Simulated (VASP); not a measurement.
The system is Co.

```
Co
1.0
     2.48736    0.00000    0.00000
    -1.24368    2.15412    0.00000
     0.00000    0.00000    4.06329
Co
2
Cartesian
  0.0000 1.4361 3.0074
  1.2437 0.7180 1.0559
```

- Program: VASP 6.6.1
- Task: relaxation of cell and atoms
- Functional: RPBE
- Dispersion: D3(BJ)
- Potentials or basis: VASP PAW PBE potentials, release 64 (Co)
- Cutoff: 600 eV
- k mesh: 12 × 12 × 7
- Occupations: fermi-dirac, width 0.05 eV
- Spin: collinear spin, ferromagnetic start
- Starting moments: [2.0, 2.0] μB

At the start: pressure -24.1 GPa; volume 10.89 Å³/atom.

Q: How do energy, volume and symmetry change on relaxing?

A: Over 12 steps the energy falls by 117.8 meV/atom and the volume is 9.67 Å³/atom (-11.2 %); space group P-3m1 (No. 164, to 0.1 Å) before, P6_3/mmc (No. 194, to 0.1 Å); moment 3.00 μB per cell.

Step by step:
| step | energy change (eV) | largest force (eV/Å) | pressure (GPa) | volume (Å³) |
| --- | --- | --- | --- | --- |
| 1 | 0.0000 | 0.5520 | -24.09 | 21.77 |
| 2 | 0.0972 | 0.5756 | 49.51 | 17.01 |
| 3 | -0.2151 | 0.7260 | -0.19 | 19.40 |
| 4 | -0.2156 | 0.7274 | 1.15 | 19.31 |
| 5 | -0.2342 | 0.1646 | 1.48 | 19.25 |
| 6 | -0.2353 | 0.0053 | 1.27 | 19.26 |
| 7 | -0.2351 | 0.0058 | -1.50 | 19.44 |
| 8 | -0.2356 | 0.0056 | -0.01 | 19.34 |
| 9 | -0.2356 | 0.0056 | -0.02 | 19.34 |
| 10 | -0.2356 | 0.0056 | -0.07 | 19.35 |
| 11 | -0.2356 | 0.0056 | -0.04 | 19.34 |
| 12 | -0.2356 | 0.0009 | 0.02 | 19.34 |

Final structure:
```
CELL_PARAMETERS angstrom
2.39987 0.00000 0.00000
-1.19994 2.07835 0.00000
0.00000 0.00000 3.87802
ATOMIC_POSITIONS crystal
Co 0.33333 0.66667 0.75000
Co 0.66667 0.33333 0.25000
```

Caveat: the dispersion term is far too large for a dense solid, which distorts pressure and volume; the PAW data sets were made with another functional, which shifts forces and pressure a little.
